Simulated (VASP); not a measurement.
A run of VASP 6.6.1 is set up as follows.

INCAR

```
PREC = Accurate ; ENCUT = 520
EDIFF = 1E-6 ; ISMEAR = -1
SIGMA = 0.05 ; LREAL = False
LASPH = True ; NELM = 150
ALGO = Normal ; ISIF = 2
LWAVE = False ; LCHARG = False
ISPIN = 2 ; MAGMOM = 4 0 0
LORBIT = 11 ; LMAXMIX = 4
GGA = PS ; NBANDS = 24
```

Contents of KPOINTS:

```
Automatic mesh
0
Gamma
  9 9 5
```

POSCAR

```
MnO2
1.0
    2.8565781804      0.0000000000      0.0000000000
   -1.4282890902      2.4738692722      0.0000000000
    0.0000000000      0.0000000000      4.5553603183
Mn O
1 2
Direct
    0.0000000000      0.0000000000      0.5000000000
    0.3333333333      0.6666666667      0.7063865079
    0.6666666667      0.3333333333      0.2936134921
```

Potentials or basis: VASP PAW PBE potentials, release 64 (Mn_pv, O).

Command:

```sh
$ cat potpaw_PBE.64/Mn_pv/POTCAR potpaw_PBE.64/O/POTCAR > POTCAR
$ mpirun -np 1 vasp_std > vasp.out
```

Task: Estimate the site moments.

Result: Mn +2.83; O +0.04 μB.

Task: Predict the net moment.

Result: 3.00 μB per cell.

Task: Predict the pressure.

Result: 0.1 GPa.

Task: What does it give for the largest force?

Result: 0.089 eV/Å.

Stress tensor (GPa, compression positive):
```
-0.66  0.00  0.00
 0.00 -0.66  0.00
 0.00  0.00  1.64
```

Caveat: the PAW data sets were made with another functional, which shifts forces and pressure a little; a cell with one magnetic atom can't hold antiferromagnetic order, which such compounds often take.
